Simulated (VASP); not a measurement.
# Cu (P6_3/mmc) in VASP: notebook, part 2 of 2

VASP 6.6.1. Earlier steps stand in the parts before.

**3. Single point, PBEsol (12.68 Å³/atom)**

This run uses another cell than the first one, of 12.68 Å³/atom.

INCAR reads:

```
PREC = Accurate
ENCUT = 520
EDIFF = 1E-6
ISMEAR = 0
SIGMA = 0.15
LREAL = F
LASPH = T
NELM = 80
ALGO = Fast
ISIF = 2
LWAVE = F
LCHARG = T
GGA = PS
LELF = T
LVHAR = T
NBANDS = 18
```

KPOINTS reads:

```
Automatic mesh
0
Gamma
  24 24 12
```

POSCAR reads:

```
Cu
1.0
    2.6527424996      0.0000000000      0.0000000000
   -1.3263712498      2.2973423944      0.0000000000
    0.0000000000      0.0000000000      4.1616224334
Cu
2
Direct
    0.3333333333      0.6666666667      0.2500000000
    0.6666666667      0.3333333333      0.7500000000
```

Potentials or basis: VASP PAW PBE potentials, release 64 (Cu).

Started as:

```console
$ cat potpaw_PBE.64/Cu/POTCAR > POTCAR
$ mpirun -np 1 vasp_std > vasp.out
```

OUTCAR:

```text
PREC = Accurate
   ENCUT = 520
   EDIFF = 1E-6
   ISMEAR = 0
   LREAL = F
   LASPH = T
   NELM = 80
   ISIF = 2
   GGA = PS

 ion  position               nearest neighbor table
   1  0.333  0.667  0.250-   2 2.58   2 2.58   2 2.58   2 2.58   2 2.58   2 2.58
   2  0.667  0.333  0.750-   1 2.58   1 2.58   1 2.58   1 2.58   1 2.58   1 2.58

  LATTYP: Found a hexagonal cell.
 ALAT       =     2.6527424996
 C/A-ratio  =     1.5688000000

  Lattice vectors:

 A1 = (   2.6527424996,   0.0000000000,   0.0000000000)
 A2 = (  -1.3263712498,   2.2973423944,   0.0000000000)
 A3 = (   0.0000000000,   0.0000000000,   4.1616224334)

Analysis of symmetry for initial positions (statically):
=====================================================================
 Subroutine PRICEL returns:
 Original cell was already a primitive cell.

 Routine SETGRP: Setting up the symmetry group for a
 hexagonal supercell.

 Subroutine GETGRP returns: Found 24 space group operations
 (whereof 12 operations were pure point group operations)
 out of a pool of 24 trial point group operations.

The static configuration has the point symmetry D_3d.
 The point group associated with its full space group is D_6h.

Analysis of symmetry for dynamics (positions and initial velocities):
=====================================================================
 Subroutine PRICEL returns:
 Original cell was already a primitive cell.

 Routine SETGRP: Setting up the symmetry group for a
 hexagonal supercell.

 Subroutine GETGRP returns: Found 24 space group operations
 (whereof 12 operations were pure point group operations)
 out of a pool of 24 trial point group operations.

The dynamic configuration has the point symmetry D_3d.
 The point group associated with its full space group is D_6h.

 Subroutine INISYM returns: Found 24 space group operations
 (whereof 12 operations are pure point group operations),
 and found     1 'primitive' translations

----------------------------------------------------------------------------------------

                                     Primitive cell

  volume of cell :      25.3620

  direct lattice vectors                    reciprocal lattice vectors
     2.652742500  0.000000000  0.000000000     0.376968364  0.217642786  0.000000000
    -1.326371250  2.297342394  0.000000000     0.000000000  0.435285573  0.000000000
     0.000000000  0.000000000  4.161622433     0.000000000  0.000000000  0.240290900

  length of vectors
     2.652742500  2.652742500  4.161622433     0.435285573  0.435285573  0.240290900

  position of ions in fractional coordinates (direct lattice)
     0.333333333  0.666666667  0.250000000
     0.666666667  0.333333333  0.750000000

  ion indices of the primitive-cell ions
   primitive index   ion index
                 1           1
                 2           2

----------------------------------------------------------------------------------------

 KPOINTS: Automatic mesh

Automatic generation of k-mesh.
 Grid dimensions read from file:
 generate k-points for:   24   24   12

 Generating k-lattice:

  Cartesian coordinates                     Fractional coordinates (reciprocal lattice)
     0.015707015  0.009068449  0.000000000     0.041666667  0.000000000  0.000000000
     0.000000000  0.018136899  0.000000000     0.000000000  0.041666667  0.000000000
     0.000000000  0.000000000  0.020024242     0.000000000  0.000000000  0.083333333

  Length of vectors
     0.018136899  0.018136899  0.020024242

  Shift w.r.t. Gamma in fractional coordinates (k-lattice)
     0.000000000  0.000000000  0.000000000

 Subroutine IBZKPT returns following result:
 ===========================================

 Found    427 irreducible k-points:

 Following reciprocal coordinates:
            Coordinates               Weight
  0.000000  0.000000  0.000000      1.000000
  0.041667  0.000000  0.000000      6.000000
  0.083333 -0.000000  0.000000      6.000000
  0.125000  0.000000  0.000000      6.000000
  0.166667 -0.000000  0.000000      6.000000
[... 28 lines left out ...]
   NFREE  =      0    steps in history (QN), initial steepest desc. (CG)
   ISIF   =      2    stress and relaxation
   ISYM   =      2    0-nonsym 1-usesym 2-fastsym
   POTIM  = 0.5000    time-step for ionic-motion
   TEBEG  =    0.0;   TEEND  =   0.0 temperature during run
   PSTRESS=    0.0 pullay stress
   NELECT =      22.0000    total number of electrons
   NUPDOWN=      -1.0000    fix difference up-down
   EMIN   =  10.00;   EMAX   =-10.00  energy-range for DOS
   EFERMI =   0.00;   METHOD = LEGACY
   ISMEAR =     0;   SIGMA  =   0.15  broadening in eV -4-tet -1-fermi 0-gaus
   EFERMI_NEDOS =   21; number of points for ismear=-14 and -15
   IALGO  =     68    algorithm
   IMIX   =      4    mixing-type and parameters
     AMIX     =   0.40;   BMIX     =  1.00
     AMIX_MAG =   1.60;   BMIX_MAG =  1.00
  volume/ion in A,a.u.               =      12.68        85.58
  Fermi-wavevector in a.u.,A,eV,Ry     =   1.561306  2.950440 33.166580  2.437675
  Thomas-Fermi vector in A             =   2.664390
   LORBIT       =      0    0 simple, 1 ext, 2 COOP (PROOUT), +10 PAW based schemes
   GGA     = PS    functional components
   LHFCALC =     F    Hartree Fock is set to
   AEXX    =    0.0000 exact exchange contribution
   IVDW    =     0    specifies the selected vdW correction
   LEPSILON=     F    determine dielectric tensor
   LRPA    =     F    only Hartree local field effects (RPA)
 non-spin polarized calculation
 RMM-DIIS sequential band-by-band and
 Gauss-broadening in eV      SIGMA  =   0.15
  energy-cutoff  :      520.00
  volume of cell :       25.36
 maximum number of plane-waves:       702
 NGX is ok and might be reduce to    20

 number of electron      21.9999997 magnetization

 Free energy of the ion-electron system (eV)
  ---------------------------------------------------
  ext. energy  EPLUGINS =         0.00000000
  ---------------------------------------------------
  free energy    TOTEN  =        -8.46901362 eV

  energy without entropy =       -8.46245090  energy(sigma->0) =       -8.46573226

 E-fermi :   6.5481     XC(G=0): -12.4963

 val. band max:        6.5298037541   @ k =   0.2500   0.2500   0.3333
 cond. band min:       6.5741358811   @ k =   0.2500   0.0833   0.3333
 fundamental gap:      0.0443321270
 Fermi energy:         6.5481222748

 k-point     1 :       0.0000    0.0000    0.0000
  band No.  band energies     occupation
      1      -2.3046      2.00000
      2       1.9230      2.00000
      3       3.7920      2.00000
      4       3.7920      2.00000
      5       3.8623      2.00000
      6       4.0054      2.00000
[... 10 lines left out ...]
     17      28.1815      0.00000
     18      28.1818      0.00000
[... 463 lines left out ...]
 k-point    24 :       0.4583    0.0417    0.0000
  band No.  band energies     occupation
      1       2.0419      2.00000
      2       2.3994      2.00000
      3       2.5970      2.00000
      4       3.6192      2.00000
      5       3.6218      2.00000
      6       3.8798      2.00000
[... 10 lines left out ...]
     17      18.0320      0.00000
     18      24.5215      0.00000

 [... further k-points ...]
[... 5 lines left out ...]
  --------------------------------------------------------------------------------------
  -------------------------------------------------------------------------------------
  Total       -2.4027242     -2.4027242     -1.5367635     -0.0000000     -0.0000000      0.0000000
  in kB     -151.7857547   -151.7857547    -97.0809725     -0.0000000     -0.0000000      0.0000000
  external PRESSURE =    -133.5508273 kB  Pullay stress =       0.0000000 kB

 VOLUME and BASIS-vectors are now :
 -----------------------------------------------------------------------------
  energy-cutoff  :      520.00
  volume of cell :       25.36
      direct lattice vectors                 reciprocal lattice vectors
     2.652742500  0.000000000  0.000000000     0.376968364  0.217642786  0.000000000
    -1.326371250  2.297342394  0.000000000     0.000000000  0.435285573  0.000000000
     0.000000000  0.000000000  4.161622433     0.000000000  0.000000000  0.240290900

 POSITION                                       TOTAL-FORCE (eV/Angst)
 -----------------------------------------------------------------------------------
     -0.00000      1.53156      1.04041        -0.000000      0.000000      0.000000
      1.32637      0.76578      3.12122         0.000000     -0.000000      0.000000
 -----------------------------------------------------------------------------------
    total drift:                                0.000000     -0.000000      0.000000

  FREE ENERGIE OF THE ION-ELECTRON SYSTEM (eV)
  ---------------------------------------------------
  free  energy   TOTEN  =        -8.4690136187 eV

  energy  without entropy=       -8.4624509010  energy(sigma->0) =       -8.46573226
```

OSZICAR:

```text
N       E                     dE             d eps       ncg     rms          rms(c)
DAV:   1     0.123256030786E+03    0.12326E+03   -0.10522E+04 16332   0.214E+03
DAV:   2    -0.456018922224E+01   -0.12782E+03   -0.12143E+03 15420   0.284E+02
DAV:   3    -0.104926691284E+02   -0.59325E+01   -0.56913E+01 17312   0.843E+01
DAV:   4    -0.105561110181E+02   -0.63442E-01   -0.63396E-01 18466   0.940E+00
DAV:   5    -0.105569223732E+02   -0.81136E-03   -0.81133E-03 18896   0.905E-01    0.117E+01
RMM:   6    -0.944859701641E+01    0.11083E+01   -0.13942E+01 17936   0.658E+01    0.750E+00
RMM:   7    -0.848044196712E+01    0.96816E+00   -0.27175E+00 17656   0.304E+01    0.125E+00
RMM:   8    -0.847049478827E+01    0.99472E-02   -0.53775E-02 18735   0.252E+00    0.281E-01
RMM:   9    -0.846881744979E+01    0.16773E-02   -0.10885E-02 18672   0.182E+00    0.315E-02
RMM:  10    -0.846897635499E+01   -0.15891E-03   -0.18798E-03 18469   0.573E-01    0.467E-02
RMM:  11    -0.846900022492E+01   -0.23870E-04   -0.46226E-04 20083   0.198E-01    0.581E-03
RMM:  12    -0.846901174706E+01   -0.11522E-04   -0.99878E-05 20297   0.118E-01    0.528E-03
RMM:  13    -0.846901447202E+01   -0.27250E-05   -0.21528E-05 16004   0.426E-02    0.793E-03
RMM:  14    -0.846901344357E+01    0.10284E-05   -0.62949E-06 14515   0.373E-02    0.139E-03
RMM:  15    -0.846901361870E+01   -0.17513E-06   -0.18210E-06 11130   0.117E-02
   1 F= -.84690136E+01 E0= -.84657323E+01  d E =-.656272E-02
```

stdout:

```text
POSCAR found type information on POSCAR Cu
 POSCAR found :  1 types and       2 ions
 scaLAPACK will be used
 -----------------------------------------------------------------------------
|                                                                             |
|                                                                             |
|     You enforced a specific xc type in the INCAR file but a different       |
|     I HOPE YOU KNOW WHAT YOU ARE DOING!                                     |
|                                                                             |
 -----------------------------------------------------------------------------

 LDA part: xc-table for (Slater+PW92), standard interpolation
 POSCAR, INCAR and KPOINTS ok, starting setup
 FFT: planning ... GRIDC
 FFT: planning ... GRID_SOFT
 FFT: planning ... GRID
 WAVECAR not read
 entering main loop
WARNING in EDDRMM: call to ZHEGV failed, returncode =   6  3     17
WARNING in EDDRMM: call to ZHEGV failed, returncode =   6  3     17
WARNING in EDDRMM: call to ZHEGV failed, returncode =   6  3     16
WARNING in EDDRMM: call to ZHEGV failed, returncode =   8  4     16
```

It took 80 s on 1 thread of Intel Xeon 6975P-C (Granite Rapids), shared host; peak memory 0.26 GiB.

What came out:

- Free energy: -8.4690 eV
- Pressure: -13.4 GPa
- Band gap on the k mesh: zero (bands 11 and 12 overlap by 5.51 eV)

Stress tensor (GPa, compression positive):
```
-15.18   0.00   0.00
  0.00 -15.18   0.00
  0.00   0.00  -9.71
```

Levels at points of the mesh, in eV from the Fermi level:
```tsv
k point	band 7	band 8	band 9	band 10	band 11	band 12	band 13	band 14	band 15	band 16
(0.00, 0.00, 0.00)	-2.54	-2.41	-2.41	-1.64	-1.64	-0.47	3.95	19.79	19.79	20.24
(0.50, 0.00, 0.00)	-2.46	-1.62	-1.51	-1.47	-0.08	1.25	7.58	8.02	10.43	10.57
(0.00, 0.00, 0.50)	-2.83	-2.83	-1.84	-1.84	-1.84	-1.84	12.85	12.85	20.93	20.93
(0.50, 0.00, 0.50)	-1.79	-1.79	-1.55	-1.55	0.50	0.50	4.36	4.36	14.93	14.93
```

Caveat: the cell stands under tension; the PAW data sets were made with another functional, which shifts forces and pressure a little.

**4. Single point, PBEsol (12.68 Å³/atom)**

This run uses another cell than the first one, of 12.68 Å³/atom.

INCAR reads:

```
  ALGO = Fast
  EDIFF = 1E-6
  ENCUT = 520
  GGA = PS
  ISIF = 2
  ISMEAR = 0
  LASPH = True
  LCHARG = True
  LELF = True
  LREAL = False
  LVHAR = True
  LWAVE = False
  NBANDS = 18
  NELM = 100
  PREC = Accurate
  SIGMA = 0.15
```

KPOINTS reads:

```
k-points
0
Gamma
  24 24 12
```

POSCAR reads:

```
Cu
1.0
    2.5143340716      0.0000000000      0.0000000000
   -1.2571670358      2.1774771796      0.0000000000
    0.0000000000      0.0000000000      4.6324090936
Cu
2
Direct
    0.3333333333      0.6666666667      0.2500000000
    0.6666666667      0.3333333333      0.7500000000
```

Started as:

```console
$ cat potpaw_PBE.64/Cu/POTCAR > POTCAR
$ mpirun -np 1 vasp_std > vasp.out
```

Wall time 83 s (1 thread of Intel Xeon 6975P-C (Granite Rapids), shared host); peak memory 0.26 GiB.

Results (log left out):

| Property | Result |
| --- | --- |
| Free energy | -8.3944 eV |
| Pressure | -11.5 GPa |
| Band gap on the k mesh | zero (bands 11 and 12 overlap by 6.31 eV) |

Stress tensor (GPa, compression positive):
```
 -6.80   0.00   0.00
  0.00  -6.80   0.00
  0.00   0.00 -21.02
```

Levels at points of the mesh, in eV from the Fermi level:
| k point | band 8 | band 9 | band 10 | band 11 | band 12 | band 13 | band 14 | band 15 |
| --- | --- | --- | --- | --- | --- | --- | --- | --- |
| (0.00, 0.00, 0.00) | -2.09 | -2.09 | -1.75 | -1.68 | -1.68 | 1.89 | 18.60 | 22.29 |
| (0.50, 0.00, 0.00) | -1.68 | -1.44 | -1.40 | 0.21 | 1.77 | 6.84 | 7.06 | 9.44 |
| (0.00, 0.00, 0.50) | -2.82 | -1.85 | -1.85 | -1.85 | -1.85 | 9.01 | 9.01 | 22.96 |
| (0.50, 0.00, 0.50) | -1.84 | -1.42 | -1.42 | 0.66 | 0.66 | 4.78 | 4.78 | 14.68 |

Caveat: the cell stands under tension; the PAW data sets were made with another functional, which shifts forces and pressure a little.

**5. Single point, PBEsol (12.68 Å³/atom)**

This run uses another cell than the first one, of 12.68 Å³/atom.

INCAR reads:

```
PREC = Accurate ; ENCUT = 520
EDIFF = 1E-6 ; ISMEAR = 0
SIGMA = 0.15 ; LREAL = F
LASPH = T ; NELM = 80
ALGO = Fast ; ISIF = 2
LWAVE = F ; LCHARG = F
GGA = PS ; NBANDS = 18
```

KPOINTS reads:

```
Automatic mesh
0
Gamma
  24 24 12
```

POSCAR reads:

```
Cu
1.0
    2.6174644296      0.0000000000      0.0000000000
   -1.3087322148      2.2667906896      0.0000000000
    0.0000000000      0.0000000000      4.2745587410
Cu
2
Direct
    0.3333333333      0.6666666667      0.2500000000
    0.6666666667      0.3333333333      0.7500000000
```

Started as:

```console
$ cat potpaw_PBE.64/Cu/POTCAR > POTCAR
$ mpirun -np 1 vasp_std > vasp.out
```

It took 73 s on 1 thread of Intel Xeon 6975P-C (Granite Rapids), shared host; peak memory 0.26 GiB.

Results (log left out):

- Free energy: -8.4820 eV
- Pressure: -13.6 GPa
- Band gap on the k mesh: zero (bands 11 and 12 overlap by 5.71 eV)

Stress tensor (GPa, compression positive):
```
-13.79   0.00   0.00
  0.00 -13.79   0.00
  0.00   0.00 -13.18
```

Levels at points of the mesh, in eV from the Fermi level:
```csv
k point,band 7,band 8,band 9,band 10,band 11,band 12,band 13,band 14,band 15,band 16
"(0.00, 0.00, 0.00)",-2.56,-2.30,-2.30,-1.63,-1.63,-0.81,3.41,20.64,20.64,20.78
"(0.50, 0.00, 0.00)",-2.52,-1.55,-1.50,-1.46,0.02,1.42,7.43,7.69,10.24,10.26
"(0.00, 0.00, 0.50)",-2.78,-2.78,-1.83,-1.83,-1.83,-1.83,11.85,11.85,21.44,21.44
"(0.50, 0.00, 0.50)",-1.77,-1.77,-1.49,-1.49,0.56,0.56,4.46,4.46,15.35,15.35
```

Caveat: the cell stands under tension; the PAW data sets were made with another functional, which shifts forces and pressure a little.

**6. Single point, PBEsol (12.68 Å³/atom)**

This run uses another cell than the first one, of 12.68 Å³/atom.

INCAR reads:

```
PREC = Accurate ; ENCUT = 520
EDIFF = 1E-7 ; ISMEAR = 0
SIGMA = 0.15 ; LREAL = F
LASPH = T ; NELM = 100
ALGO = Fast ; ISIF = 2
LWAVE = F ; LCHARG = T
GGA = PS ; LELF = T
LVHAR = T ; NBANDS = 18
```

KPOINTS reads:

```
regular mesh
0
Gamma
  24 24 12
```

POSCAR reads:

```
Cu
1.0
    2.5482550404      0.0000000000      0.0000000000
   -1.2741275202      2.2068536003      0.0000000000
    0.0000000000      0.0000000000      4.5099017706
Cu
2
Direct
    0.3333333333      0.6666666667      0.2500000000
    0.6666666667      0.3333333333      0.7500000000
```

Potentials or basis: VASP PAW PBE potentials, release 64 (Cu).

Started as:

```console
$ cat potpaw_PBE.64/Cu/POTCAR > POTCAR
$ mpirun -np 1 vasp_std > vasp.out
```

Run time: 90 s. Hardware: 1 thread of Intel Xeon 6975P-C (Granite Rapids), shared host; peak memory 0.26 GiB.

The run converged. Its results:

```
Free energy            : -8.4445 eV
Pressure               : -12.8 GPa
Band gap on the k mesh : zero (bands 11 and 12 overlap by 6.11 eV)
```

Stress tensor (GPa, compression positive):
```
 -9.65   0.00   0.00
  0.00  -9.65   0.00
  0.00   0.00 -19.05
```

Levels at points of the mesh, in eV from the Fermi level:
```
           k point  band 9  band 10  band 11  band 12  band 13  band 14
(0.50, 0.00, 0.00)   -1.46    -1.41     0.16     1.67     7.08     7.16
(0.00, 0.00, 0.50)   -1.84    -1.84    -1.84    -1.84     9.92     9.92
(0.50, 0.00, 0.50)   -1.43    -1.43     0.63     0.63     4.66     4.66
```

Caveat: the cell stands under tension; the PAW data sets were made with another functional, which shifts forces and pressure a little.

**7. Single point, PBEsol (12.68 Å³/atom)**

This run uses another cell than the first one, of 12.68 Å³/atom.

INCAR reads:

```
SYSTEM = Cu
  ALGO = Fast
  EDIFF = 1E-6
  ENCUT = 520
  GGA = PS
  ISIF = 2
  ISMEAR = 0
  LASPH = .TRUE.
  LCHARG = .FALSE.
  LREAL = .FALSE.
  LWAVE = .FALSE.
  NBANDS = 18
  NELM = 60
  PREC = Accurate
  SIGMA = 0.15
```

KPOINTS reads:

```
k-points
0
G
  24 24 12
  0 0 0
```

POSCAR reads:

```
Cu
1.0
    2.6885790563      0.0000000000      0.0000000000
   -1.3442895282      2.3283777629      0.0000000000
    0.0000000000      0.0000000000      4.0514197800
Cu
2
Direct
    0.3333333333      0.6666666667      0.2500000000
    0.6666666667      0.3333333333      0.7500000000
```

Started as:

```console
$ cat potpaw_PBE.64/Cu/POTCAR > POTCAR
$ mpirun -np 1 vasp_std > vasp.out
```

Run time: 74 s. Hardware: 1 thread of Intel Xeon 6975P-C (Granite Rapids), shared host; peak memory 0.26 GiB.

The run converged. Its results:

```
Free energy            : -8.4369 eV
Pressure               : -12.7 GPa
Band gap on the k mesh : zero (bands 11 and 12 overlap by 5.32 eV)
```

Stress tensor (GPa, compression positive):
```
-15.87   0.00   0.00
  0.00 -15.87   0.00
  0.00   0.00  -6.49
```

Levels at points of the mesh, in eV from the Fermi level:
```
           k point  band 8  band 9  band 10  band 11  band 12  band 13  band 14  band 15
(0.00, 0.00, 0.00)   -2.51   -2.51    -1.64    -1.64    -0.09     4.51    18.97    18.97
(0.50, 0.00, 0.00)   -1.69   -1.55    -1.43    -0.18     1.09     7.77     8.40    10.64
(0.00, 0.00, 0.50)   -2.87   -1.83    -1.83    -1.83    -1.83    13.91    13.91    20.44
(0.50, 0.00, 0.50)   -1.82   -1.60    -1.60     0.46     0.46     4.28     4.28    14.53
```

Caveat: the cell stands under tension; the PAW data sets were made with another functional, which shifts forces and pressure a little.

**8. The runs side by side**

| cell | further INCAR settings | gap on the mesh (eV) | pressure (GPa) |
| --- | --- | --- | --- |
| a = 2.554, b = 2.554, c = 4.007 Å, angles 90.0, 90.0, 120.0°, 2 atoms | ALGO = Fast; EDIFF = 1e-06; NBANDS = 18 | none | 1.0 |
| a = 2.653, b = 2.653, c = 4.162 Å, angles 90.0, 90.0, 120.0°, 2 atoms | ALGO = Fast; EDIFF = 1e-06; NBANDS = 18 | none | -13.4 |
| a = 2.514, b = 2.514, c = 4.632 Å, angles 90.0, 90.0, 120.0°, 2 atoms | ALGO = Fast; EDIFF = 1e-06; NBANDS = 18 | none | -11.5 |
| a = 2.617, b = 2.617, c = 4.275 Å, angles 90.0, 90.0, 120.0°, 2 atoms | ALGO = Fast; EDIFF = 1e-06; NBANDS = 18 | none | -13.6 |
| a = 2.548, b = 2.548, c = 4.510 Å, angles 90.0, 90.0, 120.0°, 2 atoms | ALGO = Fast; EDIFF = 1e-07; NBANDS = 18 | none | -12.8 |
| a = 2.689, b = 2.689, c = 4.051 Å, angles 90.0, 90.0, 120.0°, 2 atoms | ALGO = Fast; EDIFF = 1e-06; NBANDS = 18 | none | -12.7 |

Alike in all rows: task single point; level PBEsol; potentials or basis VASP PAW PBE potentials, release 64 (Cu); no spin polarisation; k mesh 24 × 24 × 12; cutoff (eV) 520; smearing gaussian 0.15 eV.

Caveats: the PAW data sets were made with another functional, which shifts forces and pressure a little; the cell stands under tension (at least some runs).

Absolute energies hang on the potentials; compare differences alone.
